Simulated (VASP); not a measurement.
# Cu (Fm-3m) in VASP: settings compared

Aim: see how the results for Cu move with the level of theory and the settings. Levels: PBEsol, BLYP+D4, RPBE, r2SCAN+rVV10, PBE. Tasks: single point.

All numbers are computed with VASP 6.6.1; they aren't measurements. Logs are shortened: lines on timing, memory, paths and dates and some standing lists are left out, and cuts for length are marked.

**1. The cell of the first run**

It takes space group Fm-3m (No. 225, cubic). The conventional cell has a = 3.563 Å, b = 3.563 Å, c = 3.563 Å, α = 90.00°, β = 90.00°, γ = 90.00°. Cu (site symmetry m-3m) has 12 Cu at 2.52 Å within 3.3 Å.

**2. Single point, PBEsol**

INCAR

```
SYSTEM = Cu
  PREC = Accurate
  ENCUT = 600
  EDIFF = 1E-6
  ISMEAR = -1
  SIGMA = 0.05
  LREAL = .FALSE.
  LASPH = .TRUE.
  NELM = 120
  ALGO = Normal
  ISIF = 2
  LWAVE = .FALSE.
  LCHARG = .FALSE.
  GGA = PS
  NBANDS = 12
  GGA_COMPAT = .FALSE.
```

KPOINTS

```
Automatic mesh
0
G
  13 13 13
  0 0 0
```

POSCAR

```
Cu
1.0
    0.0000000000      1.7813545624      1.7813545624
    1.7813545624      0.0000000000      1.7813545624
    1.7813545624      1.7813545624      0.0000000000
Cu
1
Direct
    0.0000000000      0.0000000000      0.0000000000
```

Potentials or basis: VASP PAW PBE potentials, release 64 (Cu).

Command:

```sh
$ cat potpaw_PBE.64/Cu/POTCAR > POTCAR
$ mpirun -np 1 vasp_std > vasp.out
```

OUTCAR:

```text
SYSTEM = Cu
   PREC = Accurate
   ENCUT = 600
   EDIFF = 1E-6
   ISMEAR = -1
   LREAL = .FALSE.
   LASPH = .TRUE.
   NELM = 120
   ISIF = 2
   GGA = PS

 ion  position               nearest neighbor table
   1  0.000  0.000  0.000-

  LATTYP: Found a face centered cubic cell.
 ALAT       =     3.5627091248

  Lattice vectors:

 A1 = (   0.0000000000,   1.7813545624,   1.7813545624)
 A2 = (   1.7813545624,   0.0000000000,   1.7813545624)
 A3 = (   1.7813545624,   1.7813545624,   0.0000000000)

Analysis of symmetry for initial positions (statically):
=====================================================================
 Subroutine PRICEL returns:
 Original cell was already a primitive cell.

 Routine SETGRP: Setting up the symmetry group for a
 face centered cubic supercell.

 Subroutine GETGRP returns: Found 48 space group operations
 (whereof 48 operations were pure point group operations)
 out of a pool of 48 trial point group operations.

The static configuration has the point symmetry O_h .

Analysis of symmetry for dynamics (positions and initial velocities):
=====================================================================
 Subroutine PRICEL returns:
 Original cell was already a primitive cell.

 Routine SETGRP: Setting up the symmetry group for a
 face centered cubic supercell.

 Subroutine GETGRP returns: Found 48 space group operations
 (whereof 48 operations were pure point group operations)
 out of a pool of 48 trial point group operations.

The dynamic configuration has the point symmetry O_h .

 Subroutine INISYM returns: Found 48 space group operations
 (whereof 48 operations are pure point group operations),
 and found     1 'primitive' translations

----------------------------------------------------------------------------------------

                                     Primitive cell

  volume of cell :      11.3053

  direct lattice vectors                    reciprocal lattice vectors
     0.000000000  1.781354562  1.781354562    -0.280685278  0.280685278  0.280685278
     1.781354562  0.000000000  1.781354562     0.280685278 -0.280685278  0.280685278
     1.781354562  1.781354562  0.000000000     0.280685278  0.280685278 -0.280685278

  length of vectors
     2.519215782  2.519215782  2.519215782     0.486161162  0.486161162  0.486161162

  position of ions in fractional coordinates (direct lattice)
     0.000000000  0.000000000  0.000000000

  ion indices of the primitive-cell ions
   primitive index   ion index
                 1           1

----------------------------------------------------------------------------------------

 KPOINTS: Automatic mesh

Automatic generation of k-mesh.
 Grid dimensions read from file:
 generate k-points for:   13   13   13

 Generating k-lattice:

  Cartesian coordinates                     Fractional coordinates (reciprocal lattice)
    -0.021591175  0.021591175  0.021591175     0.076923077  0.000000000  0.000000000
     0.021591175 -0.021591175  0.021591175     0.000000000  0.076923077  0.000000000
     0.021591175  0.021591175 -0.021591175     0.000000000  0.000000000  0.076923077

  Length of vectors
     0.037397012  0.037397012  0.037397012

  Shift w.r.t. Gamma in fractional coordinates (k-lattice)
     0.000000000  0.000000000  0.000000000

 Subroutine IBZKPT returns following result:
 ===========================================

 Found     84 irreducible k-points:

 Following reciprocal coordinates:
            Coordinates               Weight
  0.000000  0.000000  0.000000      1.000000
  0.076923  0.000000  0.000000      8.000000
  0.153846  0.000000  0.000000      8.000000
  0.230769  0.000000  0.000000      8.000000
  0.307692  0.000000  0.000000      8.000000
  0.384615  0.000000  0.000000      8.000000
[... 16 lines left out ...]
  0.384615  0.153846  0.000000     24.000000
  0.461538  0.153846  0.000000     24.000000
 [... further k-points ...]
   k-points           NKPTS =     84   k-points in BZ     NKDIM =     84   number of bands    NBANDS=     12
   number of dos      NEDOS =    301   number of ions     NIONS =      1
   total plane-waves  NPLWV =   8000
   dimension x,y,z NGX =    20 NGY =   20 NGZ =   20
   dimension x,y,z NGXF=    40 NGYF=   40 NGZF=   40
   ions per type =               1
   NGX,Y,Z   is equivalent  to a cutoff of  13.20, 13.20, 13.20 a.u.
   NGXF,Y,Z  is equivalent  to a cutoff of  26.40, 26.40, 26.40 a.u.
 SYSTEM =  Cu
   PREC   = accura    normal or accurate (medium, high low for compatibility)
   ISTART =      0    job   : 0-new  1-cont  2-samecut
   ICHARG =      2    charge: 1-file 2-atom 10-const
   ISPIN  =      1    spin polarized calculation?
   LNONCOLLINEAR =      F non collinear calculations
   LSORBIT =      F    spin-orbit coupling
   LASPH  =      T    aspherical Exc in radial PAW
   ENCUT  =  600.0 eV  44.10 Ry    6.64 a.u.   5.03  5.03  5.03*2*pi/ulx,y,z
   NELM   =    120;   NELMIN=  2; NELMDL= -5     # of ELM steps
   EDIFF  = 0.1E-05   stopping-criterion for ELM
   LREAL  =      F    real-space projection
   EDIFFG = 0.1E-04   stopping-criterion for IOM
   NSW    =      0    number of steps for IOM
   IBRION =     -1    ionic relax: 0-MD 1-quasi-New 2-CG
   NFREE  =      0    steps in history (QN), initial steepest desc. (CG)
   ISIF   =      2    stress and relaxation
   ISYM   =      2    0-nonsym 1-usesym 2-fastsym
   POTIM  = 0.5000    time-step for ionic-motion
   TEBEG  =    0.0;   TEEND  =   0.0 temperature during run
   PSTRESS=    0.0 pullay stress
   NELECT =      11.0000    total number of electrons
   NUPDOWN=      -1.0000    fix difference up-down
   EMIN   =  10.00;   EMAX   =-10.00  energy-range for DOS
   EFERMI =   0.00;   METHOD = LEGACY
   ISMEAR =    -1;   SIGMA  =   0.05  broadening in eV -4-tet -1-fermi 0-gaus
   EFERMI_NEDOS =   21; number of points for ismear=-14 and -15
   IALGO  =     38    algorithm
   IMIX   =      4    mixing-type and parameters
     AMIX     =   0.40;   BMIX     =  1.00
     AMIX_MAG =   1.60;   BMIX_MAG =  1.00
  volume/ion in A,a.u.               =      11.31        76.29
  Fermi-wavevector in a.u.,A,eV,Ry     =   1.622228  3.065567 35.805435  2.631625
  Thomas-Fermi vector in A             =   2.715876
   LORBIT       =      0    0 simple, 1 ext, 2 COOP (PROOUT), +10 PAW based schemes
   GGA     = PS    functional components
   LHFCALC =     F    Hartree Fock is set to
   AEXX    =    0.0000 exact exchange contribution
   IVDW    =     0    specifies the selected vdW correction
   LEPSILON=     F    determine dielectric tensor
   LRPA    =     F    only Hartree local field effects (RPA)
 non-spin polarized calculation
  energy-cutoff  :      600.00
  volume of cell :       11.31
 maximum number of plane-waves:       388
   NGX =  9   NGY =  9   NGZ =  9

 number of electron      11.0000013 magnetization

 Free energy of the ion-electron system (eV)
  ---------------------------------------------------
  ext. energy  EPLUGINS =         0.00000000
  ---------------------------------------------------
  free energy    TOTEN  =        -4.31094294 eV

  energy without entropy =       -4.30822985  energy(sigma->0) =       -4.30958639

 E-fermi :   8.1265     XC(G=0): -13.1654

 val. band max:        7.9426867747   @ k =   0.4615   0.2308   0.0000
 cond. band min:       8.1423948197   @ k =   0.4615   0.3077   0.0000
 fundamental gap:      0.1997080450
 Fermi energy:         8.1264755187

 k-point     1 :       0.0000    0.0000    0.0000
  band No.  band energies     occupation
      1      -1.7754      2.00000
      2       4.7840      2.00000
      3       4.7840      2.00000
      4       4.7840      2.00000
      5       5.6738      2.00000
      6       5.6738      2.00000
      7      30.8849      0.00000
      8      33.8406      0.00000
      9      33.8406      0.00000
     10      33.8406      0.00000
     11      36.3591      0.00000
     12      36.3591      0.00000

 k-point     2 :       0.0769    0.0000    0.0000
  band No.  band energies     occupation
      1      -1.5533      2.00000
      2       4.7352      2.00000
      3       4.8266      2.00000
      4       4.8266      2.00000
      5       5.6573      2.00000
      6       5.6573      2.00000
      7      29.5455      0.00000
      8      31.9818      0.00000
      9      33.2171      0.00000
     10      33.2171      0.00000
     11      37.2795      0.00000
     12      37.2795      0.00000

 k-point     3 :       0.1538    0.0000    0.0000
  band No.  band energies     occupation
      1      -0.9028      2.00000
      2       4.6157      2.00000
      3       4.9190      2.00000
      4       4.9190      2.00000
      5       5.6411      2.00000
      6       5.6411      2.00000
      7      25.6915      0.00000
      8      31.4660      0.00000
      9      32.2889      0.00000
     10      32.2889      0.00000
     11      38.1962      0.00000
     12      38.6682      0.00000
[... 286 lines left out ...]
 k-point    23 :       0.3846    0.1538    0.0000
  band No.  band energies     occupation
      1       2.2440      2.00000
      2       4.2161      2.00000
      3       4.7292      2.00000
      4       5.1614      2.00000
      5       6.1996      2.00000
      6       6.4888      2.00000
      7      17.3934      0.00000
      8      26.4408      0.00000
      9      26.6120      0.00000
     10      29.0914      0.00000
     11      38.2143      0.00000
     12      39.5333      0.00000

 k-point    24 :       0.4615    0.1538    0.0000
  band No.  band energies     occupation
      1       2.8748      2.00000
      2       4.3917      2.00000
      3       4.7840      2.00000
      4       5.0810      2.00000
      5       6.2982      2.00000
      6       7.6021      1.99994
      7      14.2360      0.00000
      8      25.2227      0.00000
      9      26.6306      0.00000
     10      28.8772      0.00000
     11      38.8265      0.00000
     12      38.8807      0.00000

 [... further k-points ...]

------------------------ aborting loop because EDIFF is reached ----------------------------------------

  FORCE on cell =-STRESS in cart. coord.  units (eV):
  Direction    XX          YY          ZZ          XY          YZ          ZX
  --------------------------------------------------------------------------------------
  -------------------------------------------------------------------------------------
  Total        0.0580037      0.0580037      0.0580037      0.0000000      0.0000000      0.0000000
  in kB        8.2202523      8.2202523      8.2202523      0.0000000      0.0000000      0.0000000
  external PRESSURE =       8.2202523 kB  Pullay stress =       0.0000000 kB

 VOLUME and BASIS-vectors are now :
 -----------------------------------------------------------------------------
  energy-cutoff  :      600.00
  volume of cell :       11.31
      direct lattice vectors                 reciprocal lattice vectors
     0.000000000  1.781354562  1.781354562    -0.280685278  0.280685278  0.280685278
     1.781354562  0.000000000  1.781354562     0.280685278 -0.280685278  0.280685278
     1.781354562  1.781354562  0.000000000     0.280685278  0.280685278 -0.280685278

 POSITION                                       TOTAL-FORCE (eV/Angst)
 -----------------------------------------------------------------------------------
      0.00000      0.00000      0.00000         0.000000      0.000000      0.000000
 -----------------------------------------------------------------------------------
    total drift:                               -0.000000     -0.000000     -0.000000

  FREE ENERGIE OF THE ION-ELECTRON SYSTEM (eV)
  ---------------------------------------------------
  free  energy   TOTEN  =        -4.3109429374 eV

  energy  without entropy=       -4.3082298451  energy(sigma->0) =       -4.30958639
```

Run time: 6 s. Hardware: 1 thread of AMD EPYC 9R45 (Zen 5), shared host; peak memory 0.1 GiB.

Results:

| Property | Result |
| --- | --- |
| Free energy | -4.3109 eV |
| Pressure | 0.8 GPa |
| Band gap on the k mesh | zero (an odd number of electrons rules out a gap without spin polarisation) |

Caveat: the PAW data sets were made with another functional, which shifts forces and pressure a little.

(Part 1 of 2 ends here.)
